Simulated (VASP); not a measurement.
Wanted: the native input for a VASP 6.6.1 run.

| Property | Result |
| --- | --- |
| Task | single point |
| Functional | LDA |
| Potentials or basis | VASP PAW LDA potentials, release 64 (C) |
| Cutoff | 520 eV |
| k mesh | 12 × 12 × 12 |
| Occupations | gaussian, width 0.05 eV |
| Spin | no spin polarisation |
| Dipole correction | no |
| Further INCAR settings | ALGO = Normal; EDIFF = 1e-07; NBANDS = 11 |

The structure of C lies in POSCAR:

```
C
1.0
    1.2894276638      0.7444514088      3.5143613814
   -1.2894276638      0.7444514088      3.5143613814
    0.0000000000     -1.4889028176      3.5143613814
C
2
Direct
    0.1640000000      0.1640000000      0.1640000000
    0.8360000000      0.8360000000      0.8360000000
```

This cell differs from its parent crystal: strain +0.050 along x and y, +0.050 along z.

The input as run:

INCAR

```
ALGO     = Normal         # electronic algorithm
EDIFF    = 1E-7           # SCF threshold, eV
ENCUT    = 520            # plane-wave cutoff, eV
ISIF     = 2              # what is computed and relaxed
ISMEAR   = 0              # smearing method
LASPH    = True           # aspherical terms in the spheres
LCHARG   = True           # write CHGCAR
LELF     = True           # ELF
LREAL    = False          # projectors in reciprocal space
LVHAR    = True         
LWAVE    = False          # write WAVECAR
NBANDS   = 11             # bands
NELM     = 80             # most SCF steps
PREC     = Accurate       # precision mode
SIGMA    = 0.05           # smearing width, eV
```

KPOINTS

```
k-points
0
Gamma
  12 12 12
```

Potentials or basis: VASP PAW LDA potentials, release 64 (C).

The run is started by

```console
$ cat potpaw_LDA.64/C/POTCAR > POTCAR
$ mpirun -np 1 vasp_std > vasp.out
```

Results of the run:

* Pressure: -34.6 GPa
* Largest force: 0.931 eV/Å
* Band gap on the k mesh: 0.62 eV, direct

Caveat: the cell differs from its parent crystal (strain +0.050 along x and y, +0.050 along z).

It took 33 s on 1 thread of AMD EPYC 9R45 96-Core Processor (Zen 5), on a shared host, peak memory 0.12 GiB.
